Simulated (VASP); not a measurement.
# PtS2 (P1) in VASP: single point with PBE

Aim: the single point of PtS2 with PBE.

All numbers are computed with VASP 6.6.1; they aren't measurements. Logs are shortened: lines on timing, memory, paths and dates and some standing lists are left out, and cuts for length are marked.

## Step 1: The cell of the first run

The typed cell holds 3 atoms: a = 3.708 Å, b = 3.688 Å, c = 5.233 Å, α = 90.01°, β = 89.94°, γ = 120.15°.

## Step 2: Single point, PBE (atoms moved at random and the cell strained at random)

INCAR reads:

```
SYSTEM = PtS2
PREC = Accurate ; ENCUT = 520
EDIFF = 1E-6 ; ISMEAR = 0
SIGMA = 0.05 ; LREAL = .False.
LASPH = .True. ; NELM = 100
ALGO = Normal ; ISIF = 2
LWAVE = .False. ; LCHARG = .True.
GGA = PE ; LELF = .True.
LVHAR = .True. ; NBANDS = 18
```

KPOINTS reads:

```
regular mesh
0
Gamma
  12 12 8
  0 0 0
```

POSCAR reads:

```
PtS2
1.0
    3.7077102275      0.0007086399      0.0020550557
   -1.8532414136      3.1886771465     -0.0004445127
    0.0029225040      0.0009573720      5.2331969040
Pt S
1 2
Direct
   -0.0393323501     -0.0020954859     -0.0117309677
    0.3304068537      0.6280354232      0.2461855997
    0.7089254964      0.3740600627      0.7655433833
```

Potentials or basis: VASP PAW PBE potentials, release 64 (Pt, S).

Run with:

```bash
> cat potpaw_PBE.64/Pt/POTCAR potpaw_PBE.64/S/POTCAR > POTCAR
> mpirun -np 1 vasp_std > vasp.out
```

OUTCAR:

```text
SYSTEM = PtS2
   PREC = Accurate
   ENCUT = 520
   EDIFF = 1E-6
   ISMEAR = 0
   LREAL = .False.
   LASPH = .True.
   NELM = 100
   ISIF = 2
   GGA = PE

 ion  position               nearest neighbor table
   1  0.961  0.998  0.988-   3 2.32   3 2.34   2 2.43   2 2.44   3 2.67   2 2.73
   2  0.330  0.628  0.246-   1 2.43   1 2.44   1 2.73
   3  0.709  0.374  0.766-   1 2.32   1 2.34   1 2.67

  LATTYP: Found a triclinic cell.
 ALAT       =     3.7077108647
 B/A-ratio  =     0.9947138704
 C/A-ratio  =     1.4114363278
 COS(alpha) =     0.0002429755
 COS(beta)  =     0.0011127549
 COS(gamma) =     0.5023253609

  Lattice vectors:

 A1 = (  -3.7077102275,  -0.0007086399,  -0.0020550557)
 A2 = (  -1.8532414136,   3.1886771465,  -0.0004445127)
 A3 = (  -0.0029225040,  -0.0009573720,  -5.2331969040)

Analysis of symmetry for initial positions (statically):
=====================================================================
 Subroutine PRICEL returns:
 Original cell was already a primitive cell.

 Routine SETGRP: Setting up the symmetry group for a
 triclinic supercell.

 Subroutine GETGRP returns: Found  1 space group operations
 (whereof  1 operations were pure point group operations)
 out of a pool of  2 trial point group operations.

The static configuration has the point symmetry C_1 .

Analysis of symmetry for dynamics (positions and initial velocities):
=====================================================================
 Subroutine PRICEL returns:
 Original cell was already a primitive cell.

 Routine SETGRP: Setting up the symmetry group for a
 triclinic supercell.

 Subroutine GETGRP returns: Found  1 space group operations
 (whereof  1 operations were pure point group operations)
 out of a pool of  2 trial point group operations.

The dynamic configuration has the point symmetry C_1 .

 Subroutine INISYM returns: Found  1 space group operations
 (whereof  1 operations are pure point group operations),
 and found     1 'primitive' translations

----------------------------------------------------------------------------------------

                                     Primitive cell

  volume of cell :      61.8773

  direct lattice vectors                    reciprocal lattice vectors
     3.707710227  0.000708640  0.002055056     0.269678383  0.156735551 -0.000179277
    -1.853241414  3.188677146 -0.000444513    -0.000059901  0.313574852 -0.000057333
     0.002922504  0.000957372  5.233196904    -0.000105907 -0.000034914  0.191087850

  length of vectors
     3.707710865  3.688111424  5.233197808     0.311917450  0.313574863  0.191087882

  position of ions in fractional coordinates (direct lattice)
     0.960667650  0.997904514  0.988269032
     0.330406854  0.628035423  0.246185600
     0.708925496  0.374060063  0.765543383

  ion indices of the primitive-cell ions
   primitive index   ion index
                 1           1
                 2           2
                 3           3

----------------------------------------------------------------------------------------

 KPOINTS: regular mesh

Automatic generation of k-mesh.
 Grid dimensions read from file:
 generate k-points for:   12   12    8

 Generating k-lattice:

  Cartesian coordinates                     Fractional coordinates (reciprocal lattice)
     0.022473199  0.013061296 -0.000014940     0.083333333 -0.000000000  0.000000000
    -0.000004992  0.026131238 -0.000004778     0.000000000  0.083333333  0.000000000
    -0.000013238 -0.000004364  0.023885981    -0.000000000  0.000000000  0.125000000

  Length of vectors
     0.025993121  0.026131239  0.023885985

  Shift w.r.t. Gamma in fractional coordinates (k-lattice)
     0.000000000  0.000000000  0.000000000

 Subroutine IBZKPT returns following result:
 ===========================================

 Found    580 irreducible k-points:

 Following reciprocal coordinates:
            Coordinates               Weight
  0.000000  0.000000  0.000000      1.000000
  0.083333  0.000000 -0.000000      2.000000
  0.166667 -0.000000 -0.000000      2.000000
  0.250000  0.000000 -0.000000      2.000000
  0.333333 -0.000000 -0.000000      2.000000
  0.416667  0.000000 -0.000000      2.000000
[... 16 lines left out ...]
  0.250000  0.166667 -0.000000      2.000000
  0.333333  0.166667 -0.000000      2.000000
 [... further k-points ...]
   k-points           NKPTS =    580   k-points in BZ     NKDIM =    580   number of bands    NBANDS=     18
   number of dos      NEDOS =    301   number of ions     NIONS =      3
   total plane-waves  NPLWV =  31360
   dimension x,y,z NGX =    28 NGY =   28 NGZ =   40
   dimension x,y,z NGXF=    56 NGYF=   56 NGZF=   80
   ions per type =               1   2
   NGX,Y,Z   is equivalent  to a cutoff of  12.55, 12.62, 12.71 a.u.
   NGXF,Y,Z  is equivalent  to a cutoff of  25.11, 25.24, 25.41 a.u.
 SYSTEM =  PtS2
   PREC   = accura    normal or accurate (medium, high low for compatibility)
   ISTART =      0    job   : 0-new  1-cont  2-samecut
   ICHARG =      2    charge: 1-file 2-atom 10-const
   ISPIN  =      1    spin polarized calculation?
   LNONCOLLINEAR =      F non collinear calculations
   LSORBIT =      F    spin-orbit coupling
   LASPH  =      T    aspherical Exc in radial PAW
   ENCUT  =  520.0 eV  38.22 Ry    6.18 a.u.   6.89  6.86  9.73*2*pi/ulx,y,z
   NELM   =    100;   NELMIN=  2; NELMDL= -5     # of ELM steps
   EDIFF  = 0.1E-05   stopping-criterion for ELM
   LREAL  =      F    real-space projection
   EDIFFG = 0.1E-04   stopping-criterion for IOM
   NSW    =      0    number of steps for IOM
   IBRION =     -1    ionic relax: 0-MD 1-quasi-New 2-CG
   NFREE  =      0    steps in history (QN), initial steepest desc. (CG)
   ISIF   =      2    stress and relaxation
   ISYM   =      2    0-nonsym 1-usesym 2-fastsym
   POTIM  = 0.5000    time-step for ionic-motion
   TEBEG  =    0.0;   TEEND  =   0.0 temperature during run
   PSTRESS=    0.0 pullay stress
   NELECT =      22.0000    total number of electrons
   NUPDOWN=      -1.0000    fix difference up-down
   EMIN   =  10.00;   EMAX   =-10.00  energy-range for DOS
   EFERMI =   0.00;   METHOD = LEGACY
   ISMEAR =     0;   SIGMA  =   0.05  broadening in eV -4-tet -1-fermi 0-gaus
   EFERMI_NEDOS =   21; number of points for ismear=-14 and -15
   IALGO  =     38    algorithm
   IMIX   =      4    mixing-type and parameters
     AMIX     =   0.40;   BMIX     =  1.00
     AMIX_MAG =   1.60;   BMIX_MAG =  1.00
  volume/ion in A,a.u.               =      20.63       139.19
  Fermi-wavevector in a.u.,A,eV,Ry     =   1.159770  2.191648 18.300742  1.345067
  Thomas-Fermi vector in A             =   2.296359
   LORBIT       =      0    0 simple, 1 ext, 2 COOP (PROOUT), +10 PAW based schemes
   GGA     = PE    functional components
   LHFCALC =     F    Hartree Fock is set to
   AEXX    =    0.0000 exact exchange contribution
   IVDW    =     0    specifies the selected vdW correction
   LEPSILON=     F    determine dielectric tensor
   LRPA    =     F    only Hartree local field effects (RPA)
 non-spin polarized calculation
 Gauss-broadening in eV      SIGMA  =   0.05
  energy-cutoff  :      520.00
  volume of cell :       61.88
 maximum number of plane-waves:      1690
   NGX = 13   NGY = 13   NGZ = 19

 number of electron      22.0000001 magnetization

 Free energy of the ion-electron system (eV)
  ---------------------------------------------------
  ext. energy  EPLUGINS =         0.00000000
  ---------------------------------------------------
  free energy    TOTEN  =       -14.86886649 eV

  energy without entropy =      -14.86886649  energy(sigma->0) =      -14.86886649

 E-fermi :   5.3420     XC(G=0): -10.0435

 val. band max:        5.1049064921   @ k =   0.1667  -0.1667   0.2500
 cond. band min:       5.5452341210   @ k =   0.2500  -0.3333   0.2500
 fundamental gap:      0.4403276289
 Fermi energy:         5.3420149919

 k-point     1 :       0.0000    0.0000    0.0000
  band No.  band energies     occupation
      1      -9.2485      2.00000
      2      -6.9201      2.00000
      3      -1.0247      2.00000
      4      -0.7320      2.00000
      5      -0.4130      2.00000
      6       1.6254      2.00000
[... 10 lines left out ...]
     17      13.7800      0.00000
     18      16.6873      0.00000

 k-point     2 :       0.0833    0.0000   -0.0000
  band No.  band energies     occupation
      1      -9.1810      2.00000
      2      -6.9419      2.00000
      3      -0.9672      2.00000
      4      -0.7035      2.00000
      5      -0.3617      2.00000
      6       1.4948      2.00000
[... 10 lines left out ...]
     17      13.8896      0.00000
     18      16.1723      0.00000

 k-point     3 :       0.1667   -0.0000   -0.0000
  band No.  band energies     occupation
      1      -8.9874      2.00000
      2      -7.0027      2.00000
      3      -0.8241      2.00000
      4      -0.6218      2.00000
      5      -0.1973      2.00000
      6       1.2010      2.00000
[... 10 lines left out ...]
     17      14.2406      0.00000
     18      15.2255      0.00000

 k-point     4 :       0.2500    0.0000   -0.0000
  band No.  band energies     occupation
      1      -8.6960      2.00000
      2      -7.0908      2.00000
      3      -0.6714      2.00000
      4      -0.5296      2.00000
      5       0.1106      2.00000
      6       0.7268      2.00000
[... 375 lines left out ...]
      4      -0.2501      2.00000
      5       0.1380      2.00000
      6       0.6912      2.00000
[... 10 lines left out ...]
     17      13.5863      0.00000
     18      14.3895      0.00000

 k-point    23 :       0.2500    0.1667   -0.0000
  band No.  band energies     occupation
      1      -8.2029      2.00000
      2      -7.2187      2.00000
      3      -0.6373      2.00000
      4      -0.3287      2.00000
      5       0.3896      2.00000
      6       0.5739      2.00000
[... 10 lines left out ...]
     17      13.6308      0.00000
     18      14.4934      0.00000

 k-point    24 :       0.3333    0.1667   -0.0000
  band No.  band energies     occupation
      1      -7.9511      2.00000
      2      -7.2843      2.00000
      3      -0.8439      2.00000
      4      -0.4341      2.00000
      5       0.4147      2.00000
      6       0.8731      2.00000
[... 10 lines left out ...]
     17      14.2626      0.00000
     18      14.8442      0.00000

 [... further k-points ...]

------------------------ aborting loop because EDIFF is reached ----------------------------------------

  FORCE on cell =-STRESS in cart. coord.  units (eV):
  Direction    XX          YY          ZZ          XY          YZ          ZX
  --------------------------------------------------------------------------------------
  -------------------------------------------------------------------------------------
  Total       -3.2640842     -1.7915115     -1.4733330     -0.3474578      1.7751935      0.3321465
  in kB      -84.5162917    -46.3872561    -38.1487217     -8.9966564     45.9647375      8.6002045
  external PRESSURE =     -56.3507565 kB  Pullay stress =       0.0000000 kB

 VOLUME and BASIS-vectors are now :
 -----------------------------------------------------------------------------
  energy-cutoff  :      520.00
  volume of cell :       61.88
      direct lattice vectors                 reciprocal lattice vectors
     3.707710227  0.000708640  0.002055056     0.269678383  0.156735551 -0.000179277
    -1.853241414  3.188677146 -0.000444513    -0.000059901  0.313574852 -0.000057333
     0.002922504  0.000957372  5.233196904    -0.000105907 -0.000034914  0.191087850

 POSITION                                       TOTAL-FORCE (eV/Angst)
 -----------------------------------------------------------------------------------
      1.71541      3.18362      5.17334         1.881682      0.340765      1.462801
      0.06187      2.00307      1.28874        -0.734837      0.592503     -1.340910
      1.93750      1.19399      4.00753        -1.146844     -0.933269     -0.121890
 -----------------------------------------------------------------------------------
    total drift:                               -0.000017     -0.000033     -0.000211

  FREE ENERGIE OF THE ION-ELECTRON SYSTEM (eV)
  ---------------------------------------------------
  free  energy   TOTEN  =       -14.8688664876 eV

  energy  without entropy=      -14.8688664876  energy(sigma->0) =      -14.86886649
```

Run time: 8.9 min. Hardware: 1 thread of Intel Xeon Platinum 8259CL at 2.50GHz (Skylake/Cascade Lake), shared host; peak memory 0.66 GiB.

Results:

```yaml
Free_energy: -14.8689 eV
Pressure: -5.6 GPa
Largest_force: 2.408 eV/Å
Band_gap_on_the_k_mesh: 0.44 eV, indirect (least direct gap 0.60 eV)
```

Forces on the atoms (eV/Å):
```
Pt   1.882  0.341  1.463
S   -0.735  0.593 -1.341
S   -1.147 -0.933 -0.122
```

Caveat: the cell differs from its parent crystal (atoms moved at random and the cell strained at random); spin-orbit coupling is left out, which moves the levels of the heavy elements; forces of over 1 eV/Å act on the atoms, so gaps and moduli don't describe the material at rest. A k mesh can miss the band edges.
